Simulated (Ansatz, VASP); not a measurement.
Two plane-wave programs on MoS2

The input INCAR:

```
SYSTEM = MoS2
  PREC = Accurate
  ENCUT = 520
  EDIFF = 1E-6
  ISMEAR = -1
  SIGMA = 0.02
  LREAL = .FALSE.
  LASPH = .TRUE.
  NELM = 60
  ALGO = Normal
  ISIF = 2
  LWAVE = .FALSE.
  LCHARG = .FALSE.
  GGA = PE
  NBANDS = 20
```

The input KPOINTS:

```
regular mesh
0
G
  10 10 10
  0 0 0
```

The input POSCAR:

```
MoS2
1.0
    1.6450615192      0.9497767110      6.0655340359
   -1.6450615192      0.9497767110      6.0655340359
    0.0000000000     -1.8995534219      6.0655340359
Mo S
1 2
Direct
   -0.0000167050     -0.0000167050     -0.0000167050
    0.4168537720      0.4168537720      0.4168537720
    0.2498295997      0.2498295997      0.2498295997
```

Input for Ansatz:

```yaml
crystal:
  lattice:
    - [1.6450615192, 0.949776711, 6.0655340359]
    - [-1.6450615192, 0.949776711, 6.0655340359]
    - [0.0, -1.8995534219, 6.0655340359]
  atoms:
    - { symbol: Mo, position: [-1.6705e-05, -1.6705e-05, -1.6705e-05] }
    - { symbol: S, position: [0.416853772, 0.416853772, 0.416853772] }
    - { symbol: S, position: [0.2498295997, 0.2498295997, 0.2498295997] }
kpoints:
  mp_grid: { grid: [10, 10, 10] }
  band_path:
    path:
      - [0.0, 0.0, 0.0]
      - [-0.5, -0.5, -0.5]
      - [-0.5, -0.1812659207, -0.8187340793]
      - [-0.1812659207, 0.1812659207, -0.5]
      - [0.0, 0.0, -0.5]
      - [0.0, 0.3406329604, -0.3406329604]
      - [-0.3406329604, 0.0, -0.6593670396]
      - [-0.5, 0.0, -0.5]
      - [-0.1631393286, 0.1631393286, -0.5]
      - [-0.083333, 0.25, -0.416667]
    npoints: 1
hamiltonian:
  xc: pbe
scf:
  occupations: { method: fermi_dirac, width: 0.02 }
  n_extra_bands: 4
output:
  forces: true
  stress: true
  eigenvalues: true
```

Change from the starting cell: epitaxial_xy strain +3.6%.

Alike in both runs: task single point; functional PBE; k mesh 10 × 10 × 10; occupations fermi-dirac, width 0.02 eV; no spin polarisation.

|  | VASP | Ansatz |
| --- | --- | --- |
| version | VASP 6.6.1 | Ansatz 0.2.0 |
| potentials or method | VASP PAW PBE potentials, release 64 (Mo_sv, S) | plane waves, PAW |
| plane-wave cutoff (eV) | 520 | 420 |
| valence electrons in the cell | 26 | 26 |

Ansatz gave:

| Item | Value |
| --- | --- |
| pressure (GPa) | -3.6 |
| traceless stress, the component that is largest in VASP (GPa) | 6.48 |
| rms of the force components (eV/Å) | 0.038 |

Task: Estimate VASP's values.

Result: Pressure (GPa): -3.8; traceless stress, the component that is largest in VASP (GPa): 6.46; rms of the force components (eV/Å): 0.032.

Atom by atom the forces differ by 0.006 eV/Å (rms over components).
